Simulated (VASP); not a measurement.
# Al3Cu (P4/mmm) in VASP: a series of runs, part 2 of 2

VASP 6.6.1. The steps go on from the part before.

**3. Single point, LDA (13.17 Å³/atom)**

The input, INCAR:

```
SYSTEM = Al3Cu
PREC = Accurate
ENCUT = 520
EDIFF = 1E-7
ISMEAR = 0
SIGMA = 0.15
LREAL = .False.
LASPH = .True.
NELM = 60
ALGO = Fast
ISIF = 2
LWAVE = .False.
LCHARG = .True.
GGA = CA
LELF = .True.
LVHAR = .True.
NBANDS = 18
```

The input, KPOINTS:

```
Automatic mesh
0
Gamma
  12 12 12
  0 0 0
```

The input, POSCAR:

```
Al3Cu
1.0
    3.8258236479      0.0000000000      0.0000000000
    0.0000000000      3.8258236479      0.0000000000
    0.0000000000      0.0000000000      3.6004826351
Al Cu
3 1
Direct
    0.0000000000      0.5000000000      0.5000000000
    0.5000000000      0.0000000000      0.5000000000
    0.5000000000      0.5000000000      0.0000000000
    0.0000000000      0.0000000000      0.0000000000
```

Potentials or basis: VASP PAW LDA potentials, release 64 (Al, Cu).

Run with:

```
$ cat potpaw_LDA.64/Al/POTCAR potpaw_LDA.64/Cu/POTCAR > POTCAR
$ mpirun -np 1 vasp_std > vasp.out
```

OUTCAR:

```text
SYSTEM = Al3Cu
   PREC = Accurate
   ENCUT = 520
   EDIFF = 1E-7
   ISMEAR = 0
   LREAL = .False.
   LASPH = .True.
   NELM = 60
   ISIF = 2
   GGA = CA

 ion  position               nearest neighbor table
   1  0.000  0.500  0.500-   3 2.63   4 2.63   3 2.63   4 2.63   4 2.63   4 2.63   3 2.63   3 2.63
                             2 2.71   2 2.71   2 2.71   2 2.71
   2  0.500  0.000  0.500-   3 2.63   4 2.63   3 2.63   4 2.63   3 2.63   3 2.63   4 2.63   4 2.63
                             1 2.71   1 2.71   1 2.71   1 2.71
   3  0.500  0.500  0.000-   1 2.63   2 2.63   1 2.63   2 2.63   2 2.63   2 2.63   1 2.63   1 2.63
                             4 2.71   4 2.71   4 2.71   4 2.71
   4  0.000  0.000  0.000-   1 2.63   2 2.63   1 2.63   2 2.63   1 2.63   1 2.63   2 2.63   2 2.63
                             3 2.71   3 2.71   3 2.71   3 2.71

  LATTYP: Found a simple tetragonal cell.
 ALAT       =     3.8258236479
 C/A-ratio  =     0.9411000000

  Lattice vectors:

 A1 = (   3.8258236479,   0.0000000000,   0.0000000000)
 A2 = (   0.0000000000,   3.8258236479,   0.0000000000)
 A3 = (   0.0000000000,   0.0000000000,   3.6004826351)

Analysis of symmetry for initial positions (statically):
=====================================================================
 Subroutine PRICEL returns:
 Original cell was already a primitive cell.

[... 181 lines left out ...]
 k-point     1 :       0.0000    0.0000    0.0000
  band No.  band energies     occupation
      1      -2.4881      2.00000
      2       4.5970      2.00000
      3       4.7495      2.00000
      4       5.4843      2.00000
      5       5.4927      2.00000
      6       5.4927      2.00000
[... 481 lines left out ...]
      5       5.2658      2.00000
      6       5.3367      2.00000
[... 10 lines left out ...]
     17      16.7967      0.00000
     18      17.8274      0.00000

 [... further k-points ...]

------------------------ aborting loop because EDIFF is reached ----------------------------------------

  FORCE on cell =-STRESS in cart. coord.  units (eV):
  Direction    XX          YY          ZZ          XY          YZ          ZX
  --------------------------------------------------------------------------------------
  -------------------------------------------------------------------------------------
  Total        2.7996848      2.7996848      5.3058713      0.0000000      0.0000000      0.0000000
  in kB       85.1155884     85.1155884    161.3082871      0.0000000      0.0000000      0.0000000
  external PRESSURE =     110.5131546 kB  Pullay stress =       0.0000000 kB

 VOLUME and BASIS-vectors are now :
 -----------------------------------------------------------------------------
  energy-cutoff  :      520.00
  volume of cell :       52.70
      direct lattice vectors                 reciprocal lattice vectors
     3.825823648  0.000000000  0.000000000     0.261381624  0.000000000  0.000000000
     0.000000000  3.825823648  0.000000000     0.000000000  0.261381624  0.000000000
     0.000000000  0.000000000  3.600482635     0.000000000  0.000000000  0.277740542

 POSITION                                       TOTAL-FORCE (eV/Angst)
 -----------------------------------------------------------------------------------
      0.00000      1.91291      1.80024         0.000000      0.000000      0.000000
      1.91291      0.00000      1.80024         0.000000      0.000000      0.000000
      1.91291      1.91291      0.00000         0.000000      0.000000      0.000000
      0.00000      0.00000      0.00000         0.000000      0.000000      0.000000
 -----------------------------------------------------------------------------------
    total drift:                               -0.000000     -0.000000     -0.000000

  FREE ENERGIE OF THE ION-ELECTRON SYSTEM (eV)
  ---------------------------------------------------
  free  energy   TOTEN  =       -17.2058831111 eV

  energy  without entropy=      -17.1893822992  energy(sigma->0) =      -17.19763271
```

stdout:

```text
POSCAR found type information on POSCAR AlCu
 POSCAR found :  2 types and       4 ions
 scaLAPACK will be used
 LDA part: xc-table for (Slater(with rela. corr.)+CA(PZ))
 , standard interpolation
 POSCAR, INCAR and KPOINTS ok, starting setup
 FFT: planning ... GRIDC
 FFT: planning ... GRID_SOFT
 FFT: planning ... GRID
 WAVECAR not read
 entering main loop
```

Run time: 2.4 min. Hardware: 1 thread of Intel Xeon Platinum 8488C (Sapphire Rapids), shared host; peak memory 0.26 GiB.

Results:

| Property | Result |
| --- | --- |
| Free energy | -17.2059 eV |
| Pressure | 11.1 GPa |
| Band gap on the k mesh | zero (bands 10 and 11 overlap by 4.03 eV) |

Levels at points of the mesh, in eV from the Fermi level:
```
           k point  band 7  band 8  band 9  band 10  band 11  band 12  band 13  band 14
(0.00, 0.00, 0.00)   -3.01   -3.01   -1.90    -0.92     0.35     1.35     6.61     6.61
(0.50, 0.00, 0.00)   -3.91   -0.27   -0.02     0.42     0.79     0.88     2.39     2.96
(0.50, 0.50, 0.00)   -3.91   -3.82   -3.45     1.87     3.66     3.66     3.93     4.74
(0.00, 0.00, 0.50)   -3.76   -0.05   -0.05     0.33     0.33     0.37     2.16     2.39
(0.50, 0.00, 0.50)   -3.88   -3.68   -3.47     1.12     2.88     3.07     3.22     3.71
(0.50, 0.50, 0.50)   -4.33   -3.90   -3.83    -2.73    -2.03    -1.89    -1.89    11.99
```

Caveat: the cell stands under pressure.
